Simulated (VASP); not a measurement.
Crystal: Ta3AsAu2O13.

```
CELL_PARAMETERS angstrom
5.88672 -0.00071 0.00161
2.20057 5.91386 -0.00164
1.84923 1.74129 7.56108
ATOMIC_POSITIONS crystal
Ta 0.39605 0.05000 0.58683
Ta 0.95891 0.61806 0.76348
Ta 0.06984 0.27356 0.18903
As 0.07072 0.88917 0.02743
Au 0.21939 0.67567 0.38144
Au 0.68925 0.45927 0.56874
O 0.16689 0.59518 0.16534
O 0.86104 0.11514 0.11677
O 0.26950 0.96377 0.83676
O 0.87527 0.82792 0.92000
O 0.70329 0.78261 0.54686
O 0.17528 0.40817 0.59350
O 0.27798 0.92640 0.17203
O 0.64612 0.14878 0.61595
O 0.14281 0.39538 0.93941
O 0.30048 0.17203 0.35732
O 0.19051 0.80386 0.59347
O 0.70787 0.47140 0.81379
O 0.77878 0.42364 0.31185
```

```yaml
Program: VASP 6.6.1
Task: relaxation of cell and atoms
Functional: RPBE
Potentials_or_basis: VASP PAW PBE potentials, release 64 (Ta_pv, As, Au, O)
Cutoff: 600 eV
k_mesh: 4 × 4 × 3
Occupations: fermi-dirac, width 0.05 eV
Spin: no spin polarisation
```

At the start: pressure 4.3 GPa; volume 13.85 Å³/atom.

Task: How do energy, volume and symmetry change on relaxing?

Result: Over 36 steps the energy falls by 5.6 meV/atom and the volume is 14.46 Å³/atom (+4.3 %); space group P1 (No. 1, to 0.1 Å) before and after.

The path:
| step | energy change (eV) | largest force (eV/Å) | pressure (GPa) | volume (Å³) |
| --- | --- | --- | --- | --- |
| 1 | 0.0000 | 0.4452 | 4.26 | 263.24 |
| 2 | 0.1290 | 1.0253 | -5.75 | 277.51 |
| 3 | -0.0758 | 0.2571 | 0.17 | 268.50 |
| 4 | -0.0818 | 0.2796 | 0.01 | 269.75 |
| 5 | -0.0825 | 0.1685 | 0.05 | 269.44 |
| 6 | -0.0882 | 0.1343 | 0.11 | 270.20 |
| 7 | -0.0886 | 0.1753 | 0.13 | 270.43 |
| 8 | -0.0931 | 0.1226 | 0.04 | 271.26 |
| 9 | -0.0942 | 0.1594 | -0.03 | 271.91 |
| 10 | -0.0975 | 0.1046 | 0.00 | 272.59 |
| 11 | -0.0976 | 0.1365 | 0.00 | 272.72 |
| 12 | -0.0998 | 0.0678 | 0.02 | 273.15 |
| 13 | -0.0999 | 0.0800 | 0.02 | 273.29 |
| 14 | -0.1014 | 0.0642 | -0.01 | 273.59 |
| 15 | -0.1019 | 0.0952 | -0.04 | 273.89 |
| 16 | -0.1030 | 0.0517 | -0.01 | 274.05 |
| 17 | -0.1031 | 0.0758 | 0.01 | 274.14 |
| 18 | -0.1038 | 0.0510 | 0.01 | 274.25 |
| 19 | -0.1040 | 0.0723 | 0.01 | 274.32 |
| 20 | -0.1046 | 0.0451 | -0.02 | 274.45 |
| 21 | -0.1047 | 0.0647 | -0.04 | 274.52 |
| 22 | -0.1051 | 0.0406 | 0.00 | 274.54 |
| 23 | -0.1051 | 0.0485 | 0.01 | 274.54 |
| 24 | -0.1054 | 0.0275 | 0.00 | 274.58 |
| 25 | -0.1054 | 0.0419 | 0.00 | 274.59 |
| 26 | -0.1056 | 0.0225 | 0.00 | 274.62 |
| 27 | -0.1056 | 0.0422 | 0.00 | 274.64 |
| 28 | -0.1058 | 0.0302 | -0.01 | 274.66 |
| 29 | -0.1058 | 0.0482 | -0.02 | 274.67 |
| 30 | -0.1059 | 0.0179 | 0.00 | 274.66 |
| 31 | -0.1059 | 0.0169 | 0.01 | 274.66 |
| 32 | -0.1060 | 0.0117 | 0.00 | 274.67 |
| 33 | -0.1060 | 0.0148 | 0.00 | 274.68 |
| 34 | -0.1060 | 0.0113 | -0.01 | 274.69 |
| 35 | -0.1060 | 0.0142 | -0.01 | 274.69 |
| 36 | -0.1060 | 0.0086 | 0.01 | 274.67 |

Final structure:
```
Ta As Au O
1.0
     5.99903   -0.03813   -0.02532
     2.20494    5.99872   -0.01884
     1.83907    1.74943    7.60433
Ta As Au O
3 1 2 13
Direct
  0.39860 0.04700 0.58751
  0.96391 0.61243 0.76449
  0.07031 0.27062 0.19054
  0.07726 0.88587 0.02729
  0.21601 0.67584 0.38270
  0.68566 0.46568 0.56652
  0.17023 0.59352 0.16483
  0.86852 0.11052 0.11603
  0.27346 0.96282 0.83665
  0.88393 0.82534 0.91769
  0.69682 0.78814 0.54539
  0.16828 0.41149 0.59354
  0.27769 0.92505 0.17370
  0.63360 0.16023 0.61457
  0.14081 0.39377 0.94104
  0.29651 0.17076 0.36031
  0.18528 0.80275 0.59511
  0.70699 0.47705 0.81193
  0.78609 0.42112 0.31017
```

Caveat: the PAW data sets were made with another functional, which shifts forces and pressure a little.
